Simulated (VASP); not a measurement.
# BN (P6_3mc) in VASP: further runs

Aim: see how the results for BN move with the level of theory and the settings. Levels: PBE, r2SCAN. Tasks: single point.

Everything below comes from runs of VASP 6.6.1. Logs are shortened: lines on timing, memory, paths and dates and some standing lists are left out, and cuts for length are marked.

## Step 1: The cell of the first run

The structure is hexagonal, space group P6_3mc (No. 186). Conventional cell: a = 2.548 Å, b = 2.548 Å, c = 8.375 Å, α = 90.00°, β = 90.00°, γ = 120.00°. B (site symmetry 3m) has 4 N at 1.56 Å within 2.1 Å. Within 2.1 Å of B (site symmetry 3m) lie 4 N at 1.56 to 1.58 Å. Within 2.1 Å of N (site symmetry 3m) lie 4 B at 1.56 Å. Within 2.1 Å of N (site symmetry 3m) lie 4 B at 1.56 to 1.58 Å.

## Step 2: Single point, PBE

The input, INCAR:

```
SYSTEM = BN
PREC = Accurate
ENCUT = 520
EDIFF = 1E-6
ISMEAR = -1
SIGMA = 0.02
LREAL = .FALSE.
LASPH = .TRUE.
NELM = 60
ALGO = Normal
ISIF = 2
LWAVE = .FALSE.
LCHARG = .FALSE.
GGA = PE
NBANDS = 26
```

The input, KPOINTS:

```
Automatic mesh
0
G
  12 12 4
  0 0 0
```

The input, POSCAR:

```
BN
1.0
    2.5479975837      0.0000000000      0.0000000000
   -1.2739987919      2.2066306362      0.0000000000
    0.0000000000      0.0000000000      8.3753606070
B N
4 4
Direct
    0.0000000000      0.0000000000      0.0003894310
    0.3333333333      0.6666666667      0.2496892038
    0.0000000000      0.0000000000      0.5003894310
    0.6666666667      0.3333333333      0.7496892038
    0.0000000000      0.0000000000      0.1869898389
    0.3333333333      0.6666666667      0.4379315264
    0.0000000000      0.0000000000      0.6869898389
    0.6666666667      0.3333333333      0.9379315264
```

Potentials or basis: VASP PAW PBE potentials, release 64 (B, N).

The run is started by

```
cat potpaw_PBE.64/B/POTCAR potpaw_PBE.64/N/POTCAR > POTCAR
mpirun -np 1 vasp_std > vasp.out
```

OUTCAR:

```text
SYSTEM = BN
   PREC = Accurate
   ENCUT = 520
   EDIFF = 1E-6
   ISMEAR = -1
   LREAL = .FALSE.
   LASPH = .TRUE.
   NELM = 60
   ISIF = 2
   GGA = PE

 ion  position               nearest neighbor table
   1  0.000  0.000  0.000-   8 1.56   8 1.56   8 1.56   5 1.56
   2  0.333  0.667  0.250-   5 1.56   5 1.56   5 1.56   6 1.58
   3  0.000  0.000  0.500-   6 1.56   6 1.56   6 1.56   7 1.56
   4  0.667  0.333  0.750-   7 1.56   7 1.56   7 1.56   8 1.58
   5  0.000  0.000  0.187-   2 1.56   2 1.56   2 1.56   1 1.56
   6  0.333  0.667  0.438-   3 1.56   3 1.56   3 1.56   2 1.58
   7  0.000  0.000  0.687-   4 1.56   4 1.56   4 1.56   3 1.56
   8  0.667  0.333  0.938-   1 1.56   1 1.56   1 1.56   4 1.58

  LATTYP: Found a hexagonal cell.
 ALAT       =     2.5479975837
 C/A-ratio  =     3.2870363224

  Lattice vectors:

 A1 = (   2.5479975837,   0.0000000000,   0.0000000000)
 A2 = (  -1.2739987919,   2.2066306362,   0.0000000000)
 A3 = (   0.0000000000,   0.0000000000,   8.3753606070)

Analysis of symmetry for initial positions (statically):
=====================================================================
 Subroutine PRICEL returns:
 Original cell was already a primitive cell.

 Routine SETGRP: Setting up the symmetry group for a
 hexagonal supercell.

 Subroutine GETGRP returns: Found 12 space group operations
 (whereof  6 operations were pure point group operations)
 out of a pool of 24 trial point group operations.

The static configuration has the point symmetry C_3v.
 The point group associated with its full space group is C_6v.

Analysis of symmetry for dynamics (positions and initial velocities):
=====================================================================
 Subroutine PRICEL returns:
 Original cell was already a primitive cell.

 Routine SETGRP: Setting up the symmetry group for a
 hexagonal supercell.

 Subroutine GETGRP returns: Found 12 space group operations
 (whereof  6 operations were pure point group operations)
 out of a pool of 24 trial point group operations.

The dynamic configuration has the point symmetry C_3v.
 The point group associated with its full space group is C_6v.

 Subroutine INISYM returns: Found 12 space group operations
 (whereof  6 operations are pure point group operations),
 and found     1 'primitive' translations

----------------------------------------------------------------------------------------

                                     Primitive cell

  volume of cell :      47.0904

  direct lattice vectors                    reciprocal lattice vectors
     2.547997584  0.000000000  0.000000000     0.392465050  0.226589802  0.000000000
    -1.273998792  2.206630636  0.000000000     0.000000000  0.453179605  0.000000000
     0.000000000  0.000000000  8.375360607     0.000000000  0.000000000  0.119397844

  length of vectors
     2.547997584  2.547997584  8.375360607     0.453179605  0.453179605  0.119397844

  position of ions in fractional coordinates (direct lattice)
     0.000000000  0.000000000  0.000389431
     0.333333333  0.666666667  0.249689204
     0.000000000  0.000000000  0.500389431
     0.666666667  0.333333333  0.749689204
     0.000000000  0.000000000  0.186989839
     0.333333333  0.666666667  0.437931526
     0.000000000  0.000000000  0.686989839
     0.666666667  0.333333333  0.937931526

  ion indices of the primitive-cell ions
   primitive index   ion index
                 1           1
                 2           2
                 3           3
                 4           4
                 5           5
                 6           6
                 7           7
                 8           8

----------------------------------------------------------------------------------------

 KPOINTS: Automatic mesh

Automatic generation of k-mesh.
 Grid dimensions read from file:
 generate k-points for:   12   12    4

 Generating k-lattice:

  Cartesian coordinates                     Fractional coordinates (reciprocal lattice)
     0.032705421  0.018882484  0.000000000     0.083333333 -0.000000000  0.000000000
     0.000000000  0.037764967  0.000000000     0.000000000  0.083333333  0.000000000
     0.000000000  0.000000000  0.029849461     0.000000000  0.000000000  0.250000000

  Length of vectors
     0.037764967  0.037764967  0.029849461

  Shift w.r.t. Gamma in fractional coordinates (k-lattice)
     0.000000000  0.000000000  0.000000000

 Subroutine IBZKPT returns following result:
 ===========================================

 Found     57 irreducible k-points:

 Following reciprocal coordinates:
            Coordinates               Weight
  0.000000  0.000000  0.000000      1.000000
  0.083333  0.000000  0.000000      6.000000
  0.166667  0.000000  0.000000      6.000000
  0.250000  0.000000  0.000000      6.000000
  0.333333  0.000000  0.000000      6.000000
  0.416667  0.000000  0.000000      6.000000
[... 16 lines left out ...]
  0.250000  0.000000  0.250000     12.000000
[... 36 lines left out ...]
   EFERMI_NEDOS =   21; number of points for ismear=-14 and -15
   IALGO  =     38    algorithm
   IMIX   =      4    mixing-type and parameters
     AMIX     =   0.40;   BMIX     =  1.00
     AMIX_MAG =   1.60;   BMIX_MAG =  1.00
  volume/ion in A,a.u.               =       5.89        39.72
  Fermi-wavevector in a.u.,A,eV,Ry     =   1.439287  2.719858 28.185113  2.071547
  Thomas-Fermi vector in A             =   2.558159
   LORBIT       =      0    0 simple, 1 ext, 2 COOP (PROOUT), +10 PAW based schemes
   GGA     = PE    functional components
   LHFCALC =     F    Hartree Fock is set to
   AEXX    =    0.0000 exact exchange contribution
   IVDW    =     0    specifies the selected vdW correction
   LEPSILON=     F    determine dielectric tensor
   LRPA    =     F    only Hartree local field effects (RPA)
 non-spin polarized calculation
  energy-cutoff  :      520.00
  volume of cell :       47.09
 maximum number of plane-waves:      1282
 NGX is ok and might be reduce to    20
   NGX =  9   NGY =  9   NGZ = 31

 number of electron      31.9999994 magnetization

 Free energy of the ion-electron system (eV)
  ---------------------------------------------------
  ext. energy  EPLUGINS =         0.00000000
  ---------------------------------------------------
  free energy    TOTEN  =       -69.73641897 eV

  energy without entropy =      -69.73641897  energy(sigma->0) =      -69.73641897

 E-fermi :   7.9109     XC(G=0): -12.8344

 val. band max:        7.5192040718   @ k =   0.0000   0.0000   0.0000
 cond. band min:      13.0399013342   @ k =   0.5000   0.0000   0.0000
 fundamental gap:      5.5206972624
 Fermi energy:         7.9108601304

 k-point     1 :       0.0000    0.0000    0.0000
  band No.  band energies     occupation
      1     -12.8365      2.00000
      2     -11.4004      2.00000
      3     -11.3282      2.00000
      4      -8.6339      2.00000
      5      -3.3153      2.00000
      6       1.8816      2.00000
[... 18 lines left out ...]
     25      18.0721      0.00000
     26      18.0847      0.00000

 k-point     2 :       0.0833    0.0000    0.0000
  band No.  band energies     occupation
      1     -12.6853      2.00000
      2     -11.2569      2.00000
      3     -11.1848      2.00000
      4      -8.5193      2.00000
      5      -3.1651      2.00000
      6       1.9261      2.00000
[... 18 lines left out ...]
     25      18.2825      0.00000
     26      18.4119      0.00000

 k-point     3 :       0.1667    0.0000    0.0000
  band No.  band energies     occupation
      1     -12.2365      2.00000
      2     -10.8340      2.00000
      3     -10.7614      2.00000
      4      -8.1922      2.00000
      5      -2.7199      2.00000
      6       1.9103      2.00000
[... 572 lines left out ...]
 k-point    23 :       0.2500    0.0000    0.2500
  band No.  band energies     occupation
      1     -11.4172      2.00000
      2     -10.7129      2.00000
      3      -9.4109      2.00000
      4      -7.9960      2.00000
      5      -1.6184      2.00000
      6       0.3129      2.00000
[... 18 lines left out ...]
     25      19.5644      0.00000
     26      20.5247      0.00000

 k-point    24 :       0.3333    0.0000    0.2500
  band No.  band energies     occupation
      1     -10.4536      2.00000
      2      -9.8007      2.00000
      3      -8.6311      2.00000
      4      -7.4641      2.00000
      5      -1.2487      2.00000
      6      -0.8258      2.00000
[... 18 lines left out ...]
     25      20.0803      0.00000
     26      20.7443      0.00000

 [... further k-points ...]

------------------------ aborting loop because EDIFF is reached ----------------------------------------

  FORCE on cell =-STRESS in cart. coord.  units (eV):
  Direction    XX          YY          ZZ          XY          YZ          ZX
  --------------------------------------------------------------------------------------
  -------------------------------------------------------------------------------------
  Total        1.4687742      1.4687742      1.4379543     -0.0000000      0.0000000      0.0000000
  in kB       49.9727725     49.9727725     48.9241726     -0.0000000      0.0000000      0.0000000
  external PRESSURE =      49.6232392 kB  Pullay stress =       0.0000000 kB

 VOLUME and BASIS-vectors are now :
 -----------------------------------------------------------------------------
  energy-cutoff  :      520.00
  volume of cell :       47.09
      direct lattice vectors                 reciprocal lattice vectors
     2.547997584  0.000000000  0.000000000     0.392465050  0.226589802  0.000000000
    -1.273998792  2.206630636  0.000000000     0.000000000  0.453179605  0.000000000
     0.000000000  0.000000000  8.375360607     0.000000000  0.000000000  0.119397844

 POSITION                                       TOTAL-FORCE (eV/Angst)
 -----------------------------------------------------------------------------------
      0.00000      0.00000      0.00326        -0.000000      0.000000      0.000035
     -0.00000      1.47109      2.09124        -0.000000      0.000000      0.007444
      0.00000      0.00000      4.19094         0.000000      0.000000      0.000035
      1.27400      0.73554      6.27892         0.000000      0.000000      0.007444
      0.00000      0.00000      1.56611        -0.000000      0.000000      0.001803
     -0.00000      1.47109      3.66783        -0.000000     -0.000000     -0.009282
      0.00000      0.00000      5.75379        -0.000000      0.000000      0.001803
      1.27400      0.73554      7.85551         0.000000     -0.000000     -0.009282
 -----------------------------------------------------------------------------------
    total drift:                                0.000000      0.000000     -0.000228

  FREE ENERGIE OF THE ION-ELECTRON SYSTEM (eV)
  ---------------------------------------------------
  free  energy   TOTEN  =       -69.7364189699 eV

  energy  without entropy=      -69.7364189699  energy(sigma->0) =      -69.73641897
```

Wall time 55 s (1 thread of Intel Xeon Platinum 8488C (Sapphire Rapids), shared host); peak memory 0.18 GiB.

Results:

- Free energy: -69.7364 eV
- Pressure: 5.0 GPa
- Largest force: 0.009 eV/Å
- Band gap on the k mesh: 5.52 eV, indirect (least direct gap 7.55 eV)

Forces in eV/Å, atoms in the order of the input:
```
B    0.000  0.000  0.000
B    0.000  0.000  0.007
B    0.000  0.000  0.000
B    0.000  0.000  0.007
N    0.000  0.000  0.002
N    0.000  0.000 -0.009
N    0.000  0.000  0.002
N    0.000  0.000 -0.009
```

Stress tensor (GPa, compression positive):
```
5.00 0.00 0.00
0.00 5.00 0.00
0.00 0.00 4.89
```

A k mesh can miss the band edges. Expect the measured gap to be larger: semilocal functionals such as PBE lack the derivative discontinuity.

## Step 3: Single point, PBE

This run uses another cell than the first one, of 5.96 Å³/atom, 1.012 times its volume.

The input, INCAR:

```
PREC     = Accurate       # precision mode
ENCUT    = 520            # plane-wave cutoff, eV
EDIFF    = 1E-7           # SCF threshold, eV
ISMEAR   = -1             # smearing method
SIGMA    = 0.02           # smearing width, eV
LREAL    = F              # projectors in reciprocal space
LASPH    = T              # aspherical terms in the spheres
NELM     = 100            # most SCF steps
ALGO     = Normal         # electronic algorithm
ISIF     = 2              # what is computed and relaxed
LWAVE    = F              # write WAVECAR
LCHARG   = F              # write CHGCAR
GGA      = PE             # functional
NBANDS   = 26             # bands
```

The input, KPOINTS:

```
regular mesh
0
Gamma
  12 12 4
```

The input, POSCAR:

```
BN
1.0
    2.5584475413      0.0000000000      0.0000000000
   -1.2792237707      2.2156805650      0.0000000000
    0.0000000000      0.0000000000      8.4089442510
B N
4 4
Direct
    0.0000000000      0.0000000000      0.0003724738
    0.3333333333      0.6666666667      0.2497003559
    0.0000000000      0.0000000000      0.5003724738
    0.6666666667      0.3333333333      0.7497003559
    0.0000000000      0.0000000000      0.1870105300
    0.3333333333      0.6666666667      0.4379166404
    0.0000000000      0.0000000000      0.6870105300
    0.6666666667      0.3333333333      0.9379166404
```

Potentials or basis: VASP PAW PBE potentials, release 64 (B, N).

The run is started by

```
cat potpaw_PBE.64/B/POTCAR potpaw_PBE.64/N/POTCAR > POTCAR
mpirun -np 1 vasp_std > vasp.out
```

Wall time 79 s (1 thread of Intel Xeon Platinum 8488C (Sapphire Rapids), shared host); peak memory 0.18 GiB.

The run converged. Its results:

```yaml
Free_energy: -69.7467 eV
Pressure: 0.3 GPa
Band_gap_on_the_k_mesh: 5.49 eV, indirect (least direct gap 7.50 eV)
```

Forces in eV/Å, atoms in the order of the input:
```
B    0.000  0.000  0.002
B    0.000  0.000 -0.001
B    0.000  0.000  0.002
B    0.000  0.000 -0.001
N    0.000  0.000 -0.003
N    0.000  0.000  0.002
N    0.000  0.000 -0.003
N    0.000  0.000  0.002
```

Levels at points of the mesh, in eV from the valence-band top:
| k point | band 14 | band 15 | band 16 | band 17 | band 18 | band 19 |
| --- | --- | --- | --- | --- | --- | --- |
| (0.00, 0.00, 0.00) | -0.13 | 0.00 | 0.00 | 8.56 | 8.56 | 8.70 |
| (0.50, 0.00, 0.00) | -3.46 | -2.58 | -2.01 | 5.49 | 5.85 | 7.99 |
| (0.00, 0.00, 0.50) | -0.37 | -0.37 | -0.37 | 9.03 | 9.03 | 9.03 |
| (0.50, 0.00, 0.50) | -3.44 | -2.57 | -2.57 | 5.98 | 5.98 | 8.33 |

A k mesh can miss the band edges. A hybrid or GW would open this gap; PBE tends to underestimate it.

## Step 4: Single point, r2SCAN

The input, POSCAR:

```
BN
1.0
    2.5479975837      0.0000000000      0.0000000000
   -1.2739987919      2.2066306362      0.0000000000
    0.0000000000      0.0000000000      8.3753606070
B N
4 4
Direct
    0.0000000000      0.0000000000      0.0003894310
    0.3333333333      0.6666666667      0.2496892038
    0.0000000000      0.0000000000      0.5003894310
    0.6666666667      0.3333333333      0.7496892038
    0.0000000000      0.0000000000      0.1869898389
    0.3333333333      0.6666666667      0.4379315264
    0.0000000000      0.0000000000      0.6869898389
    0.6666666667      0.3333333333      0.9379315264
```

The input, INCAR.step1:

```
PREC     = Accurate       # precision mode
ENCUT    = 520            # plane-wave cutoff, eV
ISMEAR   = -1             # smearing method
SIGMA    = 0.02           # smearing width, eV
LREAL    = False          # projectors in reciprocal space
LASPH    = True           # aspherical terms in the spheres
NELM     = 60             # most SCF steps
NBANDS   = 26             # bands
GGA      = PE             # functional
ALGO     = Normal         # electronic algorithm
EDIFF    = 1E-4           # SCF threshold, eV
LWAVE    = True           # write WAVECAR
LCHARG   = False          # write CHGCAR
```

The input, INCAR.step2:

```
PREC     = Accurate       # precision mode
ENCUT    = 520            # plane-wave cutoff, eV
EDIFF    = 1E-6           # SCF threshold, eV
ISMEAR   = -1             # smearing method
SIGMA    = 0.02           # smearing width, eV
LREAL    = False          # projectors in reciprocal space
LASPH    = True           # aspherical terms in the spheres
NELM     = 60             # most SCF steps
ALGO     = Normal         # electronic algorithm
ISIF     = 2              # what is computed and relaxed
LWAVE    = False          # write WAVECAR
LCHARG   = False          # write CHGCAR
METAGGA  = R2SCAN         # meta-GGA
LMIXTAU  = True         
NBANDS   = 26             # bands
ISTART   = 1
```

KPOINTS is that of step 3.

The run is started by

```
cat potpaw_PBE.64/B/POTCAR potpaw_PBE.64/N/POTCAR > POTCAR
cp INCAR.step1 INCAR
mpirun -np 1 vasp_std > vasp.out
cp INCAR.step2 INCAR
mpirun -np 1 vasp_std > vasp.out
```

It took 3.2 min on 1 thread of Intel Xeon Platinum 8488C (Sapphire Rapids), shared host; peak memory 0.19 GiB.

The run converged. Its results:

```
Free energy            : -76.6210 eV
Pressure               : 1.1 GPa
Band gap on the k mesh : 6.06 eV, indirect (least direct gap 8.17 eV)
```

Forces in eV/Å, atoms in the order of the input:
```
B    0.000  0.000  0.000
B    0.000  0.000  0.002
B    0.000  0.000  0.000
B    0.000  0.000  0.002
N    0.000  0.000 -0.001
N    0.000  0.000 -0.001
N    0.000  0.000 -0.001
N    0.000  0.000 -0.001
```

Levels at points of the mesh, in eV from the valence-band top:
```csv
k point,band 13,band 14,band 15,band 16,band 17,band 18,band 19,band 20
"(0.00, 0.00, 0.00)",-1.14,-0.13,0.00,0.00,9.31,9.31,9.47,10.04
"(0.50, 0.00, 0.00)",-3.84,-3.65,-2.71,-2.11,6.06,6.44,8.69,10.07
"(0.00, 0.00, 0.50)",-0.39,-0.39,-0.39,-0.39,9.81,9.81,9.81,9.81
"(0.50, 0.00, 0.50)",-3.61,-3.61,-2.70,-2.70,6.58,6.58,9.03,9.03
```

Caveat: the PAW data sets were made with another functional, which shifts forces and pressure a little. A k mesh can miss the band edges.

## Step 5: Summary

```tsv
level	cell	gap on the mesh (eV)	pressure (GPa)
PBE	a = 2.548, b = 2.548, c = 8.375 Å, angles 90.0, 90.0, 120.0°, 8 atoms	5.52	5.0
PBE	a = 2.558, b = 2.558, c = 8.409 Å, angles 90.0, 90.0, 120.0°, 8 atoms	5.49	0.3
r2SCAN	a = 2.548, b = 2.548, c = 8.375 Å, angles 90.0, 90.0, 120.0°, 8 atoms	6.06	1.1
```

Alike in all rows: task single point; potentials or basis VASP PAW PBE potentials, release 64 (B, N); no spin polarisation; k mesh 12 × 12 × 4; cutoff (eV) 520; smearing fermi-dirac 0.02 eV.

Caveats: the PAW data sets were made with another functional, which shifts forces and pressure a little (some runs).

Total energies depend on the potentials used, so only differences within one code and one set of settings carry meaning.
